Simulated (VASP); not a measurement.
GaAs (zinc blende type), 2 atoms in the cell. It takes space group F-43m (No. 216, cubic). Conventional cell: a = 5.826 Å, b = 5.826 Å, c = 5.826 Å, α = 90.00°, β = 90.00°, γ = 90.00°. Ga (site symmetry -43m) has 4 As at 2.52 Å within 3.3 Å. As (site symmetry -43m) has 4 Ga at 2.52 Å within 3.3 Å. 

```yaml
Program: VASP 6.6.1
Task: single point
Functional: HSE06
Potentials_or_basis: VASP PAW PBE potentials, release 64 (Ga_d, As)
Cutoff: 520 eV
k_mesh: 4 × 4 × 4
Occupations: fermi-dirac, width 0.05 eV
Spin: no spin polarisation
Dipole_correction: no
Grid_for_exact_exchange_PRECFOCK: Normal
Further_INCAR_settings: ALGO = Normal; EDIFF = 1e-06; NBANDS = 16
Screening_parameter: 0.2079 1/Å
```

Potentials or basis: VASP PAW PBE potentials, release 64 (Ga_d, As).

The run is started by

```console
$ cat potpaw_PBE.64/Ga_d/POTCAR potpaw_PBE.64/As/POTCAR > POTCAR
$ cp INCAR.step1 INCAR
$ mpirun -np 1 vasp_std > vasp.out
$ cp INCAR.step2 INCAR
$ mpirun -np 1 vasp_std > vasp.out
```

Hardware: 1 thread of AMD EPYC 7R13 Processor (Zen 3), with other jobs on the host.

Estimate the wall time of this run.

Wall time 6.3 min on 1 thread of AMD EPYC 7R13 Processor (Zen 3), on a shared host, peak memory 0.25 GiB. Counts: k points 8.
